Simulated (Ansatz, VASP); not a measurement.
BN: VASP beside Ansatz

```xyz
2
Lattice="0.0000 1.6147 2.2832 1.6147 0.0000 2.2832 1.6147 1.6147 0.0000" Properties=species:S:1:pos:R:3 pbc="T T T"
B     0.0000    0.0000    0.0000
N     2.4221    2.4221    3.4248
```

Alike in both runs: task single point; functional PBE; k mesh 12 × 12 × 12; occupations gaussian, width 0.05 eV; no spin polarisation.

```csv
,VASP,Ansatz
version,VASP 6.6.1,Ansatz 0.2.0
potentials or method,"VASP PAW PBE potentials, release 64 (B, N), cutoff 520 eV","scalar-relativistic, plane waves, PAW"
valence electrons in the cell,8,8
```

Ansatz gave:

| Item | Value |
| --- | --- |
| gap on the k mesh at the Fermi level (eV) | 0.87 |
| least direct gap on the mesh (eV) | 2.09 |
| pressure (GPa) | 4.7 |
| traceless stress, the component that is largest in VASP (GPa) | -202.77 |

**Question.** What did VASP give for the same quantities?

**Answer.** gap on the k mesh at the Fermi level (eV): 0.85; least direct gap on the mesh (eV): 2.08; pressure (GPa): 4.8; traceless stress, the component that is largest in VASP (GPa): -202.80.

The functional is the same, so the differences come from potentials, cutoffs and numerics.
